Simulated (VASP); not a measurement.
Write the native input for VASP 6.6.1 that does the following.

```
Task                   : single point
Functional             : PBE
Potentials or basis    : VASP PAW PBE potentials, release 64 (Al, N)
Cutoff                 : 520 eV
k mesh                 : 5 × 5 × 1
Occupations            : gaussian, width 0.1 eV
Spin                   : no spin polarisation
Dipole correction      : yes
Further INCAR settings : ALGO = Normal; EDIFF = 1e-07; NBANDS = 32
```

The structure of Al12N lies in POSCAR:

```
Al12N
1.0
    5.7135165839      0.0000000000      0.0000000000
    0.0000000000      5.7135165839      0.0000000000
    0.0000000000      0.0000000000     19.6746954090
Al N
12 1
Direct
    0.2500000000      0.2500000000      0.2033068323
    0.2500000000      0.7500000000      0.2033068323
    0.7500000000      0.2500000000      0.2033068323
    0.7500000000      0.7500000000      0.2033068323
    0.0000000000      0.0000000000      0.3092728581
    0.0000000000      0.5000000000      0.3092728581
    0.5000000000      0.0000000000      0.3092728581
    0.5000000000      0.5000000000      0.3092728581
    0.2500000000      0.2500000000      0.4154928571
    0.2500000000      0.7500000000      0.4154928571
    0.7500000000      0.2500000000      0.4154928571
    0.7500000000      0.7500000000      0.4154928571
    0.2500000000      0.5000000000      0.4706488732
```

One way to write it, as run:

INCAR

```
SYSTEM = Al12N
  PREC = Accurate
  ENCUT = 520
  EDIFF = 1E-7
  ISMEAR = 0
  SIGMA = 0.1
  LREAL = .FALSE.
  LASPH = .TRUE.
  NELM = 100
  ALGO = Normal
  ISIF = 2
  LWAVE = .FALSE.
  LCHARG = .FALSE.
  LDIPOL = .TRUE.
  IDIPOL = 3
  DIPOL = 0.5 0.5 0.322
  GGA = PE
  NBANDS = 32
```

KPOINTS

```
regular mesh
0
G
  5 5 1
  0 0 0
```

Potentials or basis: VASP PAW PBE potentials, release 64 (Al, N).

Run with:

```sh
$ cat potpaw_PBE.64/Al/POTCAR potpaw_PBE.64/N/POTCAR > POTCAR
$ mpirun -np 1 vasp_std > vasp.out
```

Results of the run:

| Property | Result |
| --- | --- |
| Largest force | 0.354 eV/Å |
| Band gap on the k mesh | zero (an odd number of electrons rules out a gap without spin polarisation) |

Run time: 12 min on 1 thread of Intel Xeon 8259CL (shared host), peak memory 0.64 GiB.
